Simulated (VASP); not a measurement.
Crystal: Ir.

```
Ir
1.0
     1.84158    1.06324    1.41098
    -1.84158    1.06324    1.41098
     0.00000   -2.12648    1.41098
Ir
1
Direct
  0.50000 0.50000 0.50000
```

```yaml
Program: VASP 6.6.1
Task: relaxation of cell and atoms
Functional: r2SCAN
Potentials_or_basis: VASP PAW PBE potentials, release 64 (Ir)
Cutoff: 600 eV
k_mesh: 21 × 21 × 21
Occupations: gaussian, width 0.1 eV
Spin: no spin polarisation
```

At the start: pressure 1.8 GPa; volume 16.58 Å³/atom.

How do energy, volume and symmetry change on relaxing?

Over 9 steps the energy falls by 12.1 meV/atom and the volume is 16.70 Å³/atom (+0.7 %); space group R-3m (No. 166, to 0.1 Å) before, Pm-3m (No. 221, to 0.1 Å).

The path:
```tsv
step	energy change (eV)	largest force (eV/Å)	pressure (GPa)	volume (Å³)
1	0.0000	0.0000	1.80	16.58
2	-0.0030	0.0000	-4.94	17.02
3	-0.0046	0.0000	-2.55	16.86
4	-0.0096	0.0000	-1.43	16.79
5	-0.0120	0.0000	0.02	16.70
6	-0.0121	0.0000	0.16	16.69
7	-0.0120	0.0000	0.23	16.69
8	-0.0120	0.0000	-0.18	16.72
9	-0.0121	0.0000	0.05	16.70
```

Final structure:
```
CELL_PARAMETERS angstrom
1.80709 1.04332 1.47628
-1.80709 1.04332 1.47628
0.00000 -2.08664 1.47628
ATOMIC_POSITIONS crystal
Ir 0.50000 0.50000 0.50000
```

Caveat: the PAW data sets were made with another functional, which shifts forces and pressure a little.
